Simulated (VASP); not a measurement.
Input of a VASP 6.6.1 run:

The input INCAR:

```
  PREC = Accurate
  ENCUT = 520
  EDIFF = 1E-6
  ISMEAR = 0
  SIGMA = 0.1
  LREAL = False
  LASPH = True
  NELM = 60
  ALGO = Normal
  ISIF = 2
  LWAVE = False
  LCHARG = True
  GGA = PE
  LELF = True
  LVHAR = True
  NBANDS = 34
```

File KPOINTS:

```
Automatic mesh
0
Gamma
  6 6 2
```

File POSCAR:

```
Ga2GeTeSe
1.0
    2.6698063670     -5.2147252532      0.0000000000
    2.6698063670      5.2147252532      0.0000000000
    0.0000000000      0.0000000000      6.0735631060
Ga Ge Te Se
2 1 1 1
Direct
    0.2554319945      0.7445680055      0.0000000000
    0.7445680055      0.2554319945      0.0000000000
    0.0000000000      0.0000000000      0.0000000000
    0.5000000000      0.5000000000      0.5000000000
    0.5000000000      0.5000000000      0.0000000000
```

Potentials or basis: VASP PAW PBE potentials, release 64 (Ga_d, Ge_d, Te, Se).

Launch:

```sh
$ cat potpaw_PBE.64/Ga_d/POTCAR potpaw_PBE.64/Ge_d/POTCAR potpaw_PBE.64/Te/POTCAR potpaw_PBE.64/Se/POTCAR > POTCAR
$ mpirun -np 1 vasp_std > vasp.out
```

Q: Predict the band gap on the k mesh.

A: Zero (band 26 reaches 2.05 eV, above the bottom of band 27 at 1.56 eV).

Q: Estimate the largest force.

A: 0.011 eV/Å.

Q: Predict the pressure.

A: 0.1 GPa.

Stress tensor (GPa, compression positive):
```
0.06 0.00 0.00
0.00 0.19 0.00
0.00 0.00 0.01
```

Caveat: the k points lie up to 0.52 Å⁻¹ apart; spin-orbit coupling is left out, which moves the levels of the heavy elements.
